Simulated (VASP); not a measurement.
Write the native input for VASP 6.6.1 that does the following.

```yaml
Task: single point
Functional: PBEsol
Potentials_or_basis: VASP PAW PBE potentials, release 64 (Mo_sv, Te)
Cutoff: 520 eV
k_mesh: 4 × 4 × 4
Occupations: fermi-dirac, width 0.2 eV
Spin: no spin polarisation
Dipole_correction: no
Further_INCAR_settings: ALGO = Normal; EDIFF = 1e-07; NBANDS = 20
```

The structure of Te2Mo lies in POSCAR:

```
Te2Mo
1.0
    0.0000000000      3.3148317929      3.3148317929
    3.3148317929      0.0000000000      3.3148317929
    3.3148317929      3.3148317929      0.0000000000
Mo Te
1 2
Direct
    0.0000000000      0.0000000000      0.0000000000
    0.2500000000      0.2500000000      0.2500000000
    0.7500000000      0.7500000000      0.7500000000
```

The input as run:

INCAR

```
SYSTEM = Te2Mo
  PREC = Accurate
  ENCUT = 520
  EDIFF = 1E-7
  ISMEAR = -1
  SIGMA = 0.2
  LREAL = .False.
  LASPH = .True.
  NELM = 100
  ALGO = Normal
  ISIF = 2
  LWAVE = .False.
  LCHARG = .False.
  GGA = PS
  NBANDS = 20
```

KPOINTS

```
regular mesh
0
Gamma
  4 4 4
  0 0 0
```

Potentials or basis: VASP PAW PBE potentials, release 64 (Mo_sv, Te).

Command:

```bash
$ cat potpaw_PBE.64/Mo_sv/POTCAR potpaw_PBE.64/Te/POTCAR > POTCAR
$ mpirun -np 1 vasp_std > vasp.out
```

Results of the run:

* Pressure: -1.4 GPa
* Band gap on the k mesh: zero (bands 13 and 14 overlap by 0.74 eV)

Caveat: the k points lie up to 0.41 Å⁻¹ apart, too coarse for converged energies and pressures of a metal; the structure was generated, so it needn't be the stable form of Te2Mo; the PAW data sets were made with another functional, which shifts forces and pressure a little; spin-orbit coupling is left out, which moves the levels of the heavy elements.

It took 36 s on 1 thread of AMD EPYC 7571, with other jobs on the host, peak memory 0.17 GiB.
